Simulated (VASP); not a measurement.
# Fe (Im-3m) in VASP: a series of runs

Runs on Fe. Level: LDA. Tasks: relaxation of cell and atoms.

Everything below comes from runs of VASP 6.6.1. Logs are shortened: lines on timing, memory, paths and dates and some standing lists are left out, and cuts for length are marked.

## 1. The cell of the first run

Symmetry: Im-3m, No. 229, cubic system. The conventional cell has a = 2.760 Å, b = 2.760 Å, c = 2.760 Å, α = 90.00°, β = 90.00°, γ = 90.00°. Within 3.2 Å of Fe (site symmetry m-3m) lie 14 Fe at 2.39 to 2.76 Å.

## 2. Relaxation of cell and atoms, LDA, collinear spin, ferromagnetic start, target pressure -2.4 GPa, at which the enthalpy is minimised

Input file INCAR:

```
SYSTEM = Fe
ALGO = Normal
EDIFF = 1E-6
EDIFFG = -0.005
ENCUT = 600
GGA = CA
IBRION = 2
ISIF = 3
ISMEAR = -1
ISPIN = 2
LASPH = .TRUE.
LCHARG = .FALSE.
LMAXMIX = 4
LORBIT = 11
LREAL = .FALSE.
LWAVE = .FALSE.
MAGMOM = 2.5
NELM = 150
NSW = 60
PREC = Accurate
PSTRESS = -24.0
SIGMA = 0.1
```

Input file KPOINTS:

```
k-points
0
G
  19 19 19
  0 0 0
```

Input file POSCAR:

```
Fe
1.0
   -1.3798518181      1.3798518181      1.3798518181
    1.3798518181     -1.3798518181      1.3798518181
    1.3798518181      1.3798518181     -1.3798518181
Fe
1
Direct
    0.0000000000      0.0000000000      0.0000000000
```

Potentials or basis: VASP PAW LDA potentials, release 64 (Fe).

Started as:

```console
> cat potpaw_LDA.64/Fe/POTCAR > POTCAR
> mpirun -np 1 vasp_std > vasp.out
```

OUTCAR:

```text
SYSTEM = Fe
   EDIFF = 1E-6
   EDIFFG = -0.005
   ENCUT = 600
   GGA = CA
   IBRION = 2
   ISIF = 3
   ISMEAR = -1
   ISPIN = 2
   LASPH = .TRUE.
   LORBIT = 11
   LREAL = .FALSE.
   NELM = 150
   NSW = 60
   PREC = Accurate
   PSTRESS = -24.0

 ion  position               nearest neighbor table
   1  0.000  0.000  0.000-

  LATTYP: Found a body centered cubic cell.
 ALAT       =     2.7597036362

  Lattice vectors:

 A1 = (  -1.3798518181,   1.3798518181,   1.3798518181)
 A2 = (   1.3798518181,  -1.3798518181,   1.3798518181)
 A3 = (   1.3798518181,   1.3798518181,  -1.3798518181)

Analysis of symmetry for initial positions (statically):
=====================================================================
 Subroutine PRICEL returns:
 Original cell was already a primitive cell.

 Routine SETGRP: Setting up the symmetry group for a
 body centered cubic supercell.

 Subroutine GETGRP returns: Found 48 space group operations
 (whereof 48 operations were pure point group operations)
 out of a pool of 48 trial point group operations.

The static configuration has the point symmetry O_h .

Analysis of symmetry for dynamics (positions and initial velocities):
=====================================================================
 Subroutine PRICEL returns:
 Original cell was already a primitive cell.

 Routine SETGRP: Setting up the symmetry group for a
 body centered cubic supercell.

 Subroutine GETGRP returns: Found 48 space group operations
 (whereof 48 operations were pure point group operations)
 out of a pool of 48 trial point group operations.

The dynamic configuration has the point symmetry O_h .

Analysis of structural, dynamic, and magnetic symmetry:
=====================================================================
 Subroutine PRICEL returns:
 Original cell was already a primitive cell.

 Routine SETGRP: Setting up the symmetry group for a
 body centered cubic supercell.

 Subroutine GETGRP returns: Found 48 space group operations
 (whereof 48 operations were pure point group operations)
 out of a pool of 48 trial point group operations.

The overall configuration has the point symmetry O_h .

 Subroutine INISYM returns: Found 48 space group operations
 (whereof 48 operations are pure point group operations),
 and found     1 'primitive' translations

----------------------------------------------------------------------------------------

                                     Primitive cell

  volume of cell :      10.5089

  direct lattice vectors                    reciprocal lattice vectors
    -1.379851818  1.379851818  1.379851818     0.000000000  0.362357750  0.362357750
     1.379851818 -1.379851818  1.379851818     0.362357750  0.000000000  0.362357750
     1.379851818  1.379851818 -1.379851818     0.362357750  0.362357750  0.000000000

  length of vectors
     2.389973456  2.389973456  2.389973456     0.512451244  0.512451244  0.512451244

  position of ions in fractional coordinates (direct lattice)
     0.000000000  0.000000000  0.000000000

  ion indices of the primitive-cell ions
   primitive index   ion index
                 1           1

----------------------------------------------------------------------------------------

 KPOINTS: k-points

Automatic generation of k-mesh.
 Grid dimensions read from file:
 generate k-points for:   19   19   19

 Generating k-lattice:

  Cartesian coordinates                     Fractional coordinates (reciprocal lattice)
     0.000000000  0.019071461  0.019071461     0.052631579  0.000000000  0.000000000
     0.019071461  0.000000000  0.019071461     0.000000000  0.052631579  0.000000000
     0.019071461  0.019071461  0.000000000     0.000000000  0.000000000  0.052631579

  Length of vectors
     0.026971118  0.026971118  0.026971118

  Shift w.r.t. Gamma in fractional coordinates (k-lattice)
     0.000000000  0.000000000  0.000000000

 Subroutine IBZKPT returns following result:
 ===========================================

 Found    220 irreducible k-points:

 Following reciprocal coordinates:
            Coordinates               Weight
  0.000000  0.000000  0.000000      1.000000
  0.052632  0.000000  0.000000     12.000000
  0.105263  0.000000  0.000000     12.000000
  0.157895  0.000000  0.000000     12.000000
  0.210526  0.000000  0.000000     12.000000
  0.263158  0.000000  0.000000     12.000000
[... 16 lines left out ...]
  0.263158  0.105263  0.000000     48.000000
  0.315789  0.105263 -0.000000     48.000000
 [... further k-points ...]
   k-points           NKPTS =    220   k-points in BZ     NKDIM =    220   number of bands    NBANDS=      9
   number of dos      NEDOS =    301   number of ions     NIONS =      1
   total plane-waves  NPLWV =   8000
   dimension x,y,z NGX =    20 NGY =   20 NGZ =   20
   dimension x,y,z NGXF=    40 NGYF=   40 NGZF=   40
   ions per type =               1
   NGX,Y,Z   is equivalent  to a cutoff of  13.91, 13.91, 13.91 a.u.
   NGXF,Y,Z  is equivalent  to a cutoff of  27.82, 27.82, 27.82 a.u.
 SYSTEM =  Fe
   PREC   = accura    normal or accurate (medium, high low for compatibility)
   ISTART =      0    job   : 0-new  1-cont  2-samecut
   ICHARG =      2    charge: 1-file 2-atom 10-const
   ISPIN  =      2    spin polarized calculation?
   LNONCOLLINEAR =      F non collinear calculations
   LSORBIT =      F    spin-orbit coupling
   LASPH  =      T    aspherical Exc in radial PAW
   ENCUT  =  600.0 eV  44.10 Ry    6.64 a.u.   4.77  4.77  4.77*2*pi/ulx,y,z
   NELM   =    150;   NELMIN=  2; NELMDL= -5     # of ELM steps
   EDIFF  = 0.1E-05   stopping-criterion for ELM
   LREAL  =      F    real-space projection
   EDIFFG = -.5E-02   stopping-criterion for IOM
   NSW    =     60    number of steps for IOM
   IBRION =      2    ionic relax: 0-MD 1-quasi-New 2-CG
   NFREE  =      1    steps in history (QN), initial steepest desc. (CG)
   ISIF   =      3    stress and relaxation
   ISYM   =      2    0-nonsym 1-usesym 2-fastsym
   POTIM  = 0.5000    time-step for ionic-motion
   TEBEG  =    0.0;   TEEND  =   0.0 temperature during run
   PSTRESS=  -24.0 pullay stress
   NELECT =       8.0000    total number of electrons
   NUPDOWN=      -1.0000    fix difference up-down
   EMIN   =  10.00;   EMAX   =-10.00  energy-range for DOS
   EFERMI =   0.00;   METHOD = LEGACY
   ISMEAR =    -1;   SIGMA  =   0.10  broadening in eV -4-tet -1-fermi 0-gaus
   EFERMI_NEDOS =   21; number of points for ismear=-14 and -15
   IALGO  =     38    algorithm
   IMIX   =      4    mixing-type and parameters
     AMIX     =   0.40;   BMIX     =  1.00
     AMIX_MAG =   1.60;   BMIX_MAG =  1.00
  volume/ion in A,a.u.               =      10.51        70.92
  Fermi-wavevector in a.u.,A,eV,Ry     =   1.494809  2.824779 30.401593  2.234454
  Thomas-Fermi vector in A             =   2.607034
   LORBIT       =     11    0 simple, 1 ext, 2 COOP (PROOUT), +10 PAW based schemes
   GGA     = CA    functional components
   LHFCALC =     F    Hartree Fock is set to
   AEXX    =    0.0000 exact exchange contribution
   IVDW    =     0    specifies the selected vdW correction
   LEPSILON=     F    determine dielectric tensor
   LRPA    =     F    only Hartree local field effects (RPA)
 conjugate gradient relaxation of ions
 spin polarized calculation
  energy-cutoff  :      600.00
  volume of cell :       10.51
 maximum number of plane-waves:       370
   NGX =  9   NGY =  9   NGZ =  9

--------------------------------------- Ionic step        1  -------------------------------------------

 number of electron       7.9999995 magnetization       1.9583774

 Free energy of the ion-electron system (eV)
  ---------------------------------------------------
  ext. energy  EPLUGINS =         0.00000000
  ---------------------------------------------------
  free energy    TOTEN  =        -9.23925653 eV

  energy without entropy =       -9.20335318  energy(sigma->0) =       -9.22130486

------------------------ aborting loop because EDIFF is reached ----------------------------------------

  FORCE on cell =-STRESS in cart. coord.  units (eV):
  Direction    XX          YY          ZZ          XY          YZ          ZX
  --------------------------------------------------------------------------------------
  -------------------------------------------------------------------------------------
  Total       -0.2312574     -0.2312574     -0.2312574     -0.0000000     -0.0000000     -0.0000000
  in kB      -35.2572860    -35.2572860    -35.2572860     -0.0000000     -0.0000000     -0.0000000
  external PRESSURE =     -11.2572860 kB  Pullay stress =     -24.0000000 kB
[... 59 lines left out ...]
  enthalpy is  TOTEN    =        -9.3965835633 eV   P V=       -0.1557430426

--------------------------------------- Ionic step        3  -------------------------------------------

 number of electron       7.9999995 magnetization       1.9489650

 Free energy of the ion-electron system (eV)
  ---------------------------------------------------
  ext. energy  EPLUGINS =         0.00000000
  ---------------------------------------------------
  free energy    TOTEN  =        -9.24017280 eV

  energy without entropy =       -9.20422316  energy(sigma->0) =       -9.22219798

 E-fermi :   6.6472     XC(G=0): -13.8896

 val. band max:        6.6445796501   @ k =  -0.3684   0.4211   0.3158
 cond. band min:       6.6510250997   @ k =  -0.4737  -0.4737   0.4211
 fundamental gap:      0.0064454496
 Fermi energy:         6.6472450824

 spin component 1

 k-point     1 :       0.0000    0.0000    0.0000
  band No.  band energies     occupation
      1      -2.4175      1.00000
      2       4.1669      1.00000
      3       4.1669      1.00000
      4       4.1669      1.00000
      5       5.7018      0.99992
      6       5.7018      0.99992
      7      32.2679      0.00000
      8      32.2679      0.00000
      9      32.2679      0.00000
[... 265 lines left out ...]
 k-point    24 :       0.3158    0.1053   -0.0000
  band No.  band energies     occupation
      1       1.3955      1.00000
      2       3.1283      1.00000
      3       4.3675      1.00000
      4       5.6110      0.99997
      5       6.0529      0.99738
      6       7.3927      0.00058
      7      18.1620      0.00000
      8      24.4708      0.00000
      9      28.1011      0.00000

 [... further k-points ...]

 spin component 2

 k-point     1 :       0.0000    0.0000    0.0000
  band No.  band energies     occupation
      1      -2.0461      1.00000
      2       5.7472      0.99988
      3       5.7472      0.99988
      4       5.7472      0.99988
      5       7.7937      0.00001
      6       7.7937      0.00001
      7      32.4398      0.00000
      8      32.4398      0.00000
      9      32.4398      0.00000
[... 304 lines left out ...]
  FREE ENERGIE OF THE ION-ELECTRON SYSTEM (eV)
  ---------------------------------------------------
  free  energy   TOTEN  =        -9.2401727979 eV

  energy  without entropy=       -9.2042231556  energy(sigma->0) =       -9.22219798

  enthalpy is  TOTEN    =        -9.3968539397 eV   P V=       -0.1566811419

 reached required accuracy - stopping structural energy minimisation

 total charge

# of ion       s       p       d       tot
------------------------------------------
    1        0.524   0.610   6.329   7.463

 magnetization (x)

# of ion       s       p       d       tot
------------------------------------------
    1       -0.009  -0.033   1.958   1.917
```

It took 1.9 min on 1 thread of Intel Xeon 8259CL, shared host; peak memory 0.17 GiB.

Results:

* Free energy: -9.2402 eV
* Relaxed volume: 10.46 Å³/atom
* Relaxed cell: a = 2.386 Å, b = 2.386 Å, c = 2.386 Å, α = 109.47°, β = 109.47°, γ = 109.47°
* Space group after relaxing (to 0.1 Å): Im-3m (No. 229)
* Energy change on relaxing (the run minimises the enthalpy): -0.9 meV/atom
* Ionic steps: 3
* Pressure after relaxing: -2.4 GPa
* Net moment: 1.95 μB per cell
* Site moments: Fe +1.92 μB
* Valence electrons inside the program's atomic spheres: Fe 7.46

The path:
| step | energy change (eV) | largest force (eV/Å) | pressure (GPa) | volume (Å³) |
| --- | --- | --- | --- | --- |
| 1 | 0.0000 | 0.0000 | -3.53 | 10.51 |
| 2 | -0.0016 | 0.0000 | -1.07 | 10.40 |
| 3 | -0.0009 | 0.0000 | -2.37 | 10.46 |

Final structure:
```
CELL_PARAMETERS angstrom
-1.37769 1.37769 1.37769
1.37769 -1.37769 1.37769
1.37769 1.37769 -1.37769
ATOMIC_POSITIONS crystal
Fe 0.00000 0.00000 0.00000
```

Levels at points of the mesh, in eV from the Fermi level:
Spin up:
```tsv
k point	band 3	band 4	band 5	band 6	band 7	band 8
(0.00, 0.00, 0.00)	-2.48	-2.48	-0.95	-0.95	25.62	25.62
```
Spin down:
```tsv
k point	band 1	band 2	band 3	band 4	band 5	band 6	band 7	band 8
(0.00, 0.00, 0.00)	-8.69	-0.90	-0.90	-0.90	1.15	1.15	25.79	25.79
```

Caveat: the cell is relaxed towards a set pressure, so the run minimises the enthalpy, not the energy.

## 3. Relaxation of cell and atoms, LDA, collinear spin, ferromagnetic start, target pressure -2.4 GPa, at which the enthalpy is minimised

Input file INCAR:

```
ALGO = Normal
EDIFF = 1E-6
EDIFFG = -0.005
ENCUT = 600
IBRION = 2
ISIF = 3
ISMEAR = -1
ISPIN = 2
LASPH = T
LCHARG = F
LMAXMIX = 4
LORBIT = 11
LREAL = F
LWAVE = F
MAGMOM = 2.5
NELM = 150
NSW = 32
PREC = Accurate
PSTRESS = -24.0
SIGMA = 0.1
```

Input file KPOINTS:

```
k-points
0
Gamma
  19 19 19
```

POSCAR is that of step 2.

Potentials or basis: VASP PAW LDA potentials, release 64 (Fe).

Started as:

```console
> cat potpaw_LDA.64/Fe/POTCAR > POTCAR
> mpirun -np 1 vasp_std > vasp.out
```

It took 1.9 min on 1 thread of Intel Xeon 8259CL, shared host; peak memory 0.16 GiB.

Results (log left out):

```
Free energy                                                : -9.2402 eV
Relaxed volume                                             : 10.46 Å³/atom
Relaxed cell                                               : a = 2.386 Å, b = 2.386 Å, c = 2.386 Å, α = 109.47°, β = 109.47°, γ = 109.47°
Space group after relaxing (to 0.1 Å)                      : Im-3m (No. 229)
Energy change on relaxing (the run minimises the enthalpy) : -0.9 meV/atom
Ionic steps                                                : 3
Pressure after relaxing                                    : -2.4 GPa
Net moment                                                 : 1.95 μB per cell
Site moments                                               : Fe +1.92 μB
Valence electrons inside the program's atomic spheres      : Fe 7.46
```

Step by step:
| step | energy change (eV) | largest force (eV/Å) | pressure (GPa) | volume (Å³) |
| --- | --- | --- | --- | --- |
| 1 | 0.0000 | 0.0000 | -3.53 | 10.51 |
| 2 | -0.0016 | 0.0000 | -1.07 | 10.40 |
| 3 | -0.0009 | 0.0000 | -2.37 | 10.46 |

Final structure:
```
CELL_PARAMETERS angstrom
-1.37769 1.37769 1.37769
1.37769 -1.37769 1.37769
1.37769 1.37769 -1.37769
ATOMIC_POSITIONS crystal
Fe 0.00000 0.00000 0.00000
```

Levels at points of the mesh, in eV from the Fermi level:
Spin up:
```csv
k point,band 2,band 3,band 4,band 5,band 6,band 7,band 8,band 9
"(0.00, 0.00, 0.00)",-2.48,-2.48,-2.48,-0.95,-0.95,25.62,25.62,25.62
```
Spin down:
| k point | band 1 | band 2 | band 3 | band 4 | band 5 | band 6 | band 7 |
| --- | --- | --- | --- | --- | --- | --- | --- |
| (0.00, 0.00, 0.00) | -8.69 | -0.90 | -0.90 | -0.90 | 1.15 | 1.15 | 25.79 |

Caveat: the cell is relaxed towards a set pressure, so the run minimises the enthalpy, not the energy.
